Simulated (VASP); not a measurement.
## BN (rocksalt type): single point with PBE

BN (rocksalt type):

```
CELL_PARAMETERS angstrom
0.00000 1.61250 1.61250
1.61250 0.00000 1.61250
1.61250 1.61250 0.00000
ATOMIC_POSITIONS crystal
B 0.00000 0.00000 0.00000
N 0.50000 0.50000 0.50000
```

This cell differs from its parent crystal: volume scaled by 0.78, to set the pressure.

```
Program                : VASP 6.6.1
Task                   : single point
Functional             : PBE
Potentials or basis    : VASP PAW PBE potentials, release 64 (B, N)
Cutoff                 : 600 eV
k mesh                 : 17 × 17 × 17
Occupations            : fermi-dirac, width 0.05 eV
Spin                   : no spin polarisation
Dipole correction      : no
Further INCAR settings : ALGO = Normal; EDIFF = 1e-06; NBANDS = 11
```

```
Pressure               : 152.2 GPa
Band gap on the k mesh : 3.23 eV, indirect (least direct gap 6.79 eV)
```

Levels at points of the mesh, in eV from the valence-band top:
```tsv
k point	band 1	band 2	band 3	band 4	band 5	band 6	band 7	band 8	band 9
(0.00, 0.00, 0.00)	-26.12	-1.06	-1.06	-1.06	14.68	14.68	14.68	14.92	19.95
```

Wall time 24 s on 1 thread of Intel Xeon 8259CL, with other jobs on the host, peak memory 0.13 GiB.

Caveat: the cell differs from its parent crystal (volume scaled by 0.78, to set the pressure). A k mesh can miss the band edges.
